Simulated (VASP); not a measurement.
# Sr (P6_3/mmc) in VASP: a series of runs, part 2 of 2

VASP 6.6.1.

## 3. Relaxation of cell and atoms, PBEsol

This run uses another cell than the first one, of 56.71 Å³/atom, 1.083 times its volume.

The input, INCAR:

```
PREC     = Accurate       # precision mode
ENCUT    = 600            # plane-wave cutoff, eV
EDIFF    = 1E-6           # SCF threshold, eV
ISMEAR   = -1             # smearing method
SIGMA    = 0.08           # smearing width, eV
LREAL    = False          # projectors in reciprocal space
LASPH    = True           # aspherical terms in the spheres
NELM     = 80             # most SCF steps
ALGO     = Normal         # electronic algorithm
ISIF     = 3              # what is computed and relaxed
LWAVE    = False          # write WAVECAR
LCHARG   = False          # write CHGCAR
GGA      = PS             # functional
IBRION   = 2              # ionic algorithm
NSW      = 100            # ionic steps
EDIFFG   = -0.002         # ionic threshold
```

The input, KPOINTS:

```
regular mesh
0
Gamma
  10 10 6
```

The input, POSCAR:

```
Sr
1.0
    4.3100000000      0.0000000000      0.0000000000
   -2.1550000000      3.7325694903      0.0000000000
    0.0000000000      0.0000000000      7.0500000000
Sr
2
Direct
    0.3333333333      0.6666666667      0.2500000000
    0.6666666667      0.3333333333      0.7500000000
```

Potentials or basis: VASP PAW PBE potentials, release 64 (Sr_sv).

Command:

```bash
$ cat potpaw_PBE.64/Sr_sv/POTCAR > POTCAR
$ mpirun -np 1 vasp_std > vasp.out
```

OUTCAR:

```text
PREC = Accurate
   ENCUT = 600
   EDIFF = 1E-6
   ISMEAR = -1
   LREAL = False
   LASPH = True
   NELM = 80
   ISIF = 3
   GGA = PS
   IBRION = 2
   NSW = 100
   EDIFFG = -0.002

 ion  position               nearest neighbor table
   1  0.333  0.667  0.250-   2 4.31   2 4.31   2 4.31   2 4.31   2 4.31   2 4.31
   2  0.667  0.333  0.750-   1 4.31   1 4.31   1 4.31   1 4.31   1 4.31   1 4.31

  LATTYP: Found a hexagonal cell.
 ALAT       =     4.3100000000
 C/A-ratio  =     1.6357308585

  Lattice vectors:

 A1 = (   4.3100000000,   0.0000000000,   0.0000000000)
 A2 = (  -2.1550000000,   3.7325694903,   0.0000000000)
 A3 = (   0.0000000000,   0.0000000000,   7.0500000000)

Analysis of symmetry for initial positions (statically):
=====================================================================
 Subroutine PRICEL returns:
 Original cell was already a primitive cell.

 Routine SETGRP: Setting up the symmetry group for a
 hexagonal supercell.

 Subroutine GETGRP returns: Found 24 space group operations
 (whereof 12 operations were pure point group operations)
 out of a pool of 24 trial point group operations.

The static configuration has the point symmetry D_3d.
 The point group associated with its full space group is D_6h.

Analysis of symmetry for dynamics (positions and initial velocities):
=====================================================================
 Subroutine PRICEL returns:
 Original cell was already a primitive cell.

 Routine SETGRP: Setting up the symmetry group for a
 hexagonal supercell.

 Subroutine GETGRP returns: Found 24 space group operations
 (whereof 12 operations were pure point group operations)
 out of a pool of 24 trial point group operations.

The dynamic configuration has the point symmetry D_3d.
 The point group associated with its full space group is D_6h.
[... 145 lines left out ...]
  ---------------------------------------------------
  free energy    TOTEN  =        -3.67420740 eV

  energy without entropy =       -3.61493162  energy(sigma->0) =       -3.64456951

------------------------ aborting loop because EDIFF is reached ----------------------------------------

  FORCE on cell =-STRESS in cart. coord.  units (eV):
  Direction    XX          YY          ZZ          XY          YZ          ZX
  --------------------------------------------------------------------------------------
  -------------------------------------------------------------------------------------
  Total       -0.6175346     -0.6175346     -0.5542353      0.0000000      0.0000000      0.0000000
  in kB       -8.7236372     -8.7236372     -7.8294364      0.0000000      0.0000000      0.0000000
  external PRESSURE =      -8.4255703 kB  Pullay stress =       0.0000000 kB
[... 89 lines left out ...]
  FREE ENERGIE OF THE ION-ELECTRON SYSTEM (eV)
  ---------------------------------------------------
  free  energy   TOTEN  =        -3.6979539126 eV

  energy  without entropy=       -3.6401127988  energy(sigma->0) =       -3.66903336

[... ionic steps 4 to 26 ...]

--------------------------------------- Ionic step       27  -------------------------------------------

 number of electron      20.0000000 magnetization

------------------------ aborting loop because EDIFF is reached ----------------------------------------
[... 67 lines left out ...]
--------------------------------------- Ionic step       29  -------------------------------------------

 number of electron      20.0000000 magnetization

 Free energy of the ion-electron system (eV)
  ---------------------------------------------------
  ext. energy  EPLUGINS =         0.00000000
  ---------------------------------------------------
  free energy    TOTEN  =        -3.69802991 eV

  energy without entropy =       -3.64022718  energy(sigma->0) =       -3.66912855

 E-fermi :   1.6625     XC(G=0):  -7.5813

 val. band max:        1.5952749463   @ k =   0.3000   0.2000   0.1667
 cond. band min:       1.6650930801   @ k =   0.3000   0.3000   0.0000
 fundamental gap:      0.0698181337
 Fermi energy:         1.6624668749

 k-point     1 :       0.0000    0.0000    0.0000
  band No.  band energies     occupation
      1     -34.7756      2.00000
      2     -34.7584      2.00000
      3     -16.8987      2.00000
      4     -16.7002      2.00000
      5     -16.7002      2.00000
      6     -16.6693      2.00000
      7     -16.6693      2.00000
      8     -16.6665      2.00000
      9      -2.0746      2.00000
     10       0.4704      2.00000
     11       1.7722      0.40457
     12       3.9774      0.00000
     13       4.0109      0.00000
     14       4.0109      0.00000
[... 377 lines left out ...]
      1     -34.7573      2.00000
      2     -34.7524      2.00000
      3     -16.8829      2.00000
      4     -16.8512      2.00000
      5     -16.7832      2.00000
      6     -16.7567      2.00000
      7     -16.7230      2.00000
      8     -16.7104      2.00000
      9       0.4765      2.00000
     10       1.2991      1.97893
     11       1.7916      0.33206
     12       1.9594      0.04772
     13       2.9425      0.00000
     14       3.4727      0.00000

 [... further k-points ...]
[... 5 lines left out ...]
  --------------------------------------------------------------------------------------
  -------------------------------------------------------------------------------------
  Total       -0.0019789     -0.0019789     -0.0016336      0.0000000      0.0000000      0.0000000
  in kB       -0.0302415     -0.0302415     -0.0249642      0.0000000      0.0000000      0.0000000
  external PRESSURE =      -0.0284824 kB  Pullay stress =       0.0000000 kB
[... 17 lines left out ...]
  FREE ENERGIE OF THE ION-ELECTRON SYSTEM (eV)
  ---------------------------------------------------
  free  energy   TOTEN  =        -3.6980299119 eV

  energy  without entropy=       -3.6402271838  energy(sigma->0) =       -3.66912855

 reached required accuracy - stopping structural energy minimisation
```

OSZICAR:

```text
N       E                     dE             d eps       ncg     rms          rms(c)
DAV:   1     0.123375330779E+03    0.12338E+03   -0.10018E+04  1568   0.133E+03
DAV:   2     0.611516959368E+01   -0.11726E+03   -0.11559E+03  1988   0.272E+02
DAV:   3    -0.324751976947E+01   -0.93627E+01   -0.93165E+01  2710   0.609E+01
DAV:   4    -0.366696232916E+01   -0.41944E+00   -0.41899E+00  2220   0.100E+01
[... 173 lines left out ...]
       N       E                     dE             d eps       ncg     rms          rms(c)
DAV:   1    -0.369806494968E+01   -0.33761E-04   -0.23674E-03  1568   0.379E-01    0.332E-02
DAV:   2    -0.369803996927E+01    0.24980E-04   -0.35238E-05  1934   0.393E-02    0.167E-02
DAV:   3    -0.369802975122E+01    0.10218E-04   -0.20132E-05  1988   0.320E-02    0.110E-02
DAV:   4    -0.369802991189E+01   -0.16067E-06   -0.92519E-07   880   0.680E-03
  29 F= -.36980299E+01 E0= -.36691285E+01  d E =0.574576E-06
```

Wall time 6.8 min (1 thread of Intel Xeon Platinum 8559C (Emerald Rapids), shared host); peak memory 0.34 GiB.

What came out:

```
Free energy                            : -3.6980 eV
Relaxed volume                         : 52.42 Å³/atom
Relaxed cell                           : a = 4.192 Å, b = 4.192 Å, c = 6.889 Å, α = 90.00°, β = 90.00°, γ = 120.00°
Space group after relaxing (to 0.05 Å) : P6_3/mmc (No. 194)
Energy gained by relaxing              : 11.9 meV/atom
Ionic steps                            : 29
Pressure after relaxing                : 0.0 GPa
Band gap on the k mesh                 : zero (band 10 reaches 1.80 eV, above the bottom of band 11 at 1.67 eV)
```

Step by step:
```csv
step,energy change (eV),largest force (eV/Å),pressure (GPa),volume (Å³)
1,0.0000,0.0000,-0.84,113.42
2,-0.0190,0.0000,-0.41,108.59
3,-0.0237,0.0000,0.04,104.46
4,-0.0238,0.0000,0.01,104.79
5,-0.0238,0.0000,0.00,104.95
6,-0.0238,0.0000,-0.01,104.96
7,-0.0238,0.0000,-0.01,104.97
8,-0.0238,0.0000,-0.01,104.96
9,-0.0238,0.0000,-0.01,104.96
10,-0.0238,0.0000,-0.01,104.96
11,-0.0238,0.0000,-0.01,104.96
12,-0.0238,0.0000,-0.01,104.96
13,-0.0238,0.0000,-0.01,104.96
14,-0.0238,0.0000,-0.01,104.86
15,-0.0238,0.0000,0.00,104.82
16,-0.0238,0.0000,0.01,104.84
17,-0.0238,0.0000,0.01,104.86
18,-0.0238,0.0000,0.01,104.86
19,-0.0238,0.0000,-0.01,104.93
20,-0.0238,0.0000,-0.02,104.91
21,-0.0238,0.0000,-0.02,104.88
22,-0.0238,0.0000,-0.01,104.87
23,-0.0238,0.0000,-0.01,104.87
24,-0.0238,0.0000,-0.01,104.86
25,-0.0238,0.0000,-0.01,104.86
26,-0.0238,0.0000,0.00,104.86
27,-0.0238,0.0000,0.00,104.86
28,-0.0238,0.0000,0.00,104.86
29,-0.0238,0.0000,0.00,104.84
```

Final structure:
```yaml
crystal:
  lattice:
    - [4.19203, 0.00000, 0.00000]
    - [-2.09601, 3.63040, 0.00000]
    - [0.00000, 0.00000, 6.88889]
  atoms:
    - { symbol: Sr, position: [0.33333, 0.66667, 0.25000] }
    - { symbol: Sr, position: [0.66667, 0.33333, 0.75000] }
```

Caveat: the PAW data sets were made with another functional, which shifts forces and pressure a little.
